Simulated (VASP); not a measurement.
# C (I4_1/amd) in VASP: notebook, part 2 of 2

VASP 6.6.1. The steps go on from the part before.

**3. Single point, PBE (Sn replaced by C, lengths x 0.728, strained)**

File INCAR:

```
PREC = Accurate ; ENCUT = 520
EDIFF = 1E-6 ; ISMEAR = 0
SIGMA = 0.1 ; LREAL = F
LASPH = T ; NELM = 80
ALGO = Normal ; ISIF = 2
LWAVE = F ; LCHARG = T
GGA = PE ; LELF = T
LVHAR = T ; NBANDS = 11
```

File KPOINTS:

```
Automatic mesh
0
Gamma
  20 20 20
```

File POSCAR:

```
C
1.0
   -2.1160816959      2.1160816959      1.1510516985
    2.1160816959     -2.1160816959      1.1510516985
    2.1160816959      2.1160816959     -1.1510516985
C
2
Direct
    0.7500000000      0.2500000000      0.5000000000
    0.0000000000      0.0000000000      0.0000000000
```

Potentials or basis: VASP PAW PBE potentials, release 64 (C).

Launch:

```console
$ cat potpaw_PBE.64/C/POTCAR > POTCAR
$ mpirun -np 1 vasp_std > vasp.out
```

OUTCAR:

```text
PREC = Accurate
   ENCUT = 520
   EDIFF = 1E-6
   ISMEAR = 0
   LREAL = F
   LASPH = T
   NELM = 80
   ISIF = 2
   GGA = PE

 ion  position               nearest neighbor table
   1  0.750  0.250  0.500-
   2  0.000  0.000  0.000-

  LATTYP: Found a body centered tetragonal cell.
 ALAT       =     4.2321633918
 C/A-ratio  =     0.5439542815

  Lattice vectors:

 A1 = (  -2.1160816959,   2.1160816959,   1.1510516985)
 A2 = (   2.1160816959,  -2.1160816959,   1.1510516985)
 A3 = (   2.1160816959,   2.1160816959,  -1.1510516985)

Analysis of symmetry for initial positions (statically):
=====================================================================
 Subroutine PRICEL returns:
 Original cell was already a primitive cell.

 Routine SETGRP: Setting up the symmetry group for a
 body centered tetragonal supercell.

 Subroutine GETGRP returns: Found 16 space group operations
 (whereof  8 operations were pure point group operations)
 out of a pool of 16 trial point group operations.

The static configuration has the point symmetry D_2d.
 The point group associated with its full space group is D_4h.

Analysis of symmetry for dynamics (positions and initial velocities):
=====================================================================
 Subroutine PRICEL returns:
 Original cell was already a primitive cell.

 Routine SETGRP: Setting up the symmetry group for a
 body centered tetragonal supercell.

 Subroutine GETGRP returns: Found 16 space group operations
 (whereof  8 operations were pure point group operations)
 out of a pool of 16 trial point group operations.

The dynamic configuration has the point symmetry D_2d.
 The point group associated with its full space group is D_4h.

 Subroutine INISYM returns: Found 16 space group operations
 (whereof  8 operations are pure point group operations),
[... 119 lines left out ...]
  Thomas-Fermi vector in A             =   2.330074
   LORBIT       =      0    0 simple, 1 ext, 2 COOP (PROOUT), +10 PAW based schemes
   GGA     = PE    functional components
   LHFCALC =     F    Hartree Fock is set to
   AEXX    =    0.0000 exact exchange contribution
   IVDW    =     0    specifies the selected vdW correction
   LEPSILON=     F    determine dielectric tensor
   LRPA    =     F    only Hartree local field effects (RPA)
 non-spin polarized calculation
 Gauss-broadening in eV      SIGMA  =   0.10
  energy-cutoff  :      520.00
  volume of cell :       20.62
 maximum number of plane-waves:       570
   NGX = 11   NGY = 11   NGZ = 11

 number of electron       8.0000000 magnetization

 Free energy of the ion-electron system (eV)
  ---------------------------------------------------
  ext. energy  EPLUGINS =         0.00000000
  ---------------------------------------------------
  free energy    TOTEN  =        -9.85319158 eV

  energy without entropy =       -9.85001051  energy(sigma->0) =       -9.85160104

 E-fermi :   3.1751     XC(G=0): -10.9727

 val. band max:        3.1633175736   @ k =  -0.3500   0.5000   0.0500
 cond. band min:       3.1831545661   @ k =  -0.4000   0.0500   0.0000
 fundamental gap:      0.0198369925
 Fermi energy:         3.1751067951

 k-point     1 :       0.0000    0.0000    0.0000
  band No.  band energies     occupation
      1     -11.4266      2.00000
      2      -1.2282      2.00000
      3       0.7992      2.00000
      4       0.7992      2.00000
      5       8.7804      0.00000
      6       8.7804      0.00000
      7       8.8016      0.00000
      8       8.8339      0.00000
      9      13.0370      0.00000
     10      23.2574      0.00000
     11      25.0824      0.00000
[... 309 lines left out ...]
 k-point    24 :      -0.3500    0.0500    0.0000
  band No.  band energies     occupation
      1      -8.5940      2.00000
      2      -2.3372      2.00000
      3       1.0987      2.00000
      4       2.4668      2.00000
      5       3.9827      0.00000
      6       5.5310      0.00000
      7       7.0832      0.00000
      8       8.4739      0.00000
      9      17.1960      0.00000
     10      19.8452      0.00000
     11      21.6147      0.00000

 [... further k-points ...]

------------------------ aborting loop because EDIFF is reached ----------------------------------------

  FORCE on cell =-STRESS in cart. coord.  units (eV):
  Direction    XX          YY          ZZ          XY          YZ          ZX
  --------------------------------------------------------------------------------------
  -------------------------------------------------------------------------------------
  Total       -6.6482171     -6.6482171     -4.9606575      0.0000000      0.0000000      0.0000000
  in kB     -516.6495916   -516.6495916   -385.5051137      0.0000000      0.0000000      0.0000000
  external PRESSURE =    -472.9347656 kB  Pullay stress =       0.0000000 kB

 VOLUME and BASIS-vectors are now :
 -----------------------------------------------------------------------------
  energy-cutoff  :      520.00
  volume of cell :       20.62
      direct lattice vectors                 reciprocal lattice vectors
    -2.116081696  2.116081696  1.151051699     0.000000000  0.236285773  0.434385354
     2.116081696 -2.116081696  1.151051699     0.236285773  0.000000000  0.434385354
     2.116081696  2.116081696 -1.151051699     0.236285773  0.236285773  0.000000000

 POSITION                                       TOTAL-FORCE (eV/Angst)
 -----------------------------------------------------------------------------------
      0.00000      2.11608      0.57553         0.000000     -0.000000      0.000000
      0.00000      0.00000      0.00000        -0.000000      0.000000     -0.000000
 -----------------------------------------------------------------------------------
    total drift:                                0.000000      0.000000     -0.000000

  FREE ENERGIE OF THE ION-ELECTRON SYSTEM (eV)
  ---------------------------------------------------
  free  energy   TOTEN  =        -9.8531915786 eV

  energy  without entropy=       -9.8500105107  energy(sigma->0) =       -9.85160104
```

OSZICAR:

```text
N       E                     dE             d eps       ncg     rms          rms(c)
DAV:   1     0.456762432866E+01    0.45676E+01   -0.40304E+03 14166   0.663E+02
DAV:   2    -0.942547478011E+01   -0.13993E+02   -0.13390E+02 20730   0.925E+01
DAV:   3    -0.985364652608E+01   -0.42817E+00   -0.42414E+00 16913   0.128E+01
DAV:   4    -0.985535246722E+01   -0.17059E-02   -0.17056E-02 15866   0.973E-01
DAV:   5    -0.985535666140E+01   -0.41942E-05   -0.41942E-05 16757   0.482E-02    0.139E+00
DAV:   6    -0.985094983755E+01    0.44068E-02   -0.10655E-02 15572   0.730E-01    0.783E-01
DAV:   7    -0.985289928559E+01   -0.19494E-02   -0.15209E-02 15395   0.893E-01    0.128E-01
DAV:   8    -0.985319243262E+01   -0.29315E-03   -0.66492E-04 16832   0.185E-01    0.133E-02
DAV:   9    -0.985319157862E+01    0.85400E-06   -0.77406E-06 16259   0.199E-02
   1 F= -.98531916E+01 E0= -.98516010E+01  d E =-.318107E-02
```

stdout:

```text
POSCAR found type information on POSCAR C
 POSCAR found :  1 types and       2 ions
 scaLAPACK will be used
 LDA part: xc-table for (Slater+PW92), standard interpolation
 POSCAR, INCAR and KPOINTS ok, starting setup
 FFT: planning ... GRIDC
 FFT: planning ... GRID_SOFT
 FFT: planning ... GRID
 WAVECAR not read
 entering main loop
```

Wall time 40 s (1 thread of Intel Xeon 6975P-C (Granite Rapids), shared host); peak memory 0.22 GiB.

Results:

* Free energy: -9.8532 eV
* Pressure: -47.3 GPa
* Band gap on the k mesh: zero (bands 4 and 5 overlap by 4.76 eV)

Stress tensor (GPa, compression positive):
```
-51.66   0.00   0.00
  0.00 -51.66   0.00
  0.00   0.00 -38.55
```

Caveat: the cell differs from its parent crystal (Sn replaced by C, lengths x 0.728, strained); the cell stands under tension.
